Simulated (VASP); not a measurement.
Write the native input for VASP 6.6.1 that does the following.

```
Task                   : single point
Functional             : r2SCAN
Dispersion             : D4
Potentials or basis    : VASP PAW PBE potentials, release 64 (Sn_d, Se)
Cutoff                 : 520 eV
k mesh                 : 8 × 8 × 5
Occupations            : fermi-dirac, width 0.05 eV
Spin                   : no spin polarisation
Dipole correction      : no
Further INCAR settings : ALGO = Normal; EDIFF = 1e-06; NBANDS = 20
```

Crystal: SnSe2.

```
CELL_PARAMETERS angstrom
3.82921 0.00000 0.00000
-1.91460 3.31619 0.00000
0.00000 0.00000 6.27826
ATOMIC_POSITIONS crystal
Sn 0.00000 0.00000 0.00000
Se 0.66667 0.33333 0.74944
Se 0.33333 0.66667 0.25056
```

These files were run (other wordings do the same):

POSCAR

```
SnSe2
1.0
    3.8292055045      0.0000000000      0.0000000000
   -1.9146027522      3.3161892432      0.0000000000
    0.0000000000      0.0000000000      6.2782605358
Sn Se
1 2
Direct
    0.0000000000      0.0000000000      0.0000000000
    0.6666666667      0.3333333333      0.7494351746
    0.3333333333      0.6666666667      0.2505648254
```

INCAR.step1

```
SYSTEM = SnSe2
PREC = Accurate
ENCUT = 520
ISMEAR = -1
SIGMA = 0.05
LREAL = .FALSE.
LASPH = .TRUE.
NELM = 100
NBANDS = 20
GGA = PE
ALGO = Normal
EDIFF = 1E-4
LWAVE = .TRUE.
LCHARG = .FALSE.
```

INCAR.step2

```
SYSTEM = SnSe2
PREC = Accurate
ENCUT = 520
EDIFF = 1E-6
ISMEAR = -1
SIGMA = 0.05
LREAL = .FALSE.
LASPH = .TRUE.
NELM = 100
ALGO = Normal
ISIF = 2
LWAVE = .FALSE.
LCHARG = .TRUE.
METAGGA = R2SCAN
LMIXTAU = .TRUE.
IVDW = 13
VDW_S6 = 1.0
VDW_S8 = 0.6018749
VDW_A1 = 0.51559235
VDW_A2 = 5.77342911
LELF = .TRUE.
LVHAR = .TRUE.
NBANDS = 20
ISTART = 1
```

KPOINTS

```
regular mesh
0
G
  8 8 5
  0 0 0
```

Potentials or basis: VASP PAW PBE potentials, release 64 (Sn_d, Se).

Run with:

```console
$ cat potpaw_PBE.64/Sn_d/POTCAR potpaw_PBE.64/Se/POTCAR > POTCAR
$ cp INCAR.step1 INCAR
$ mpirun -np 1 vasp_std > vasp.out
$ cp INCAR.step2 INCAR
$ mpirun -np 1 vasp_std > vasp.out
```

It gave:

- Pressure: 0.1 GPa
- Largest force: 0.017 eV/Å
- Band gap on the k mesh: 1.02 eV (least direct gap 1.53 eV)
- Dispersion energy per atom: -0.134 eV

Caveat: the PAW data sets were made with another functional, which shifts forces and pressure a little; spin-orbit coupling is left out, which moves the levels of the heavy elements; an odd mesh through Γ misses points on the zone boundary, where band edges can lie.

Run time: 120 s on 1 thread of Intel(R) Xeon(R) 6975P-C (Granite Rapids), with other jobs on the host, peak memory 0.22 GiB.
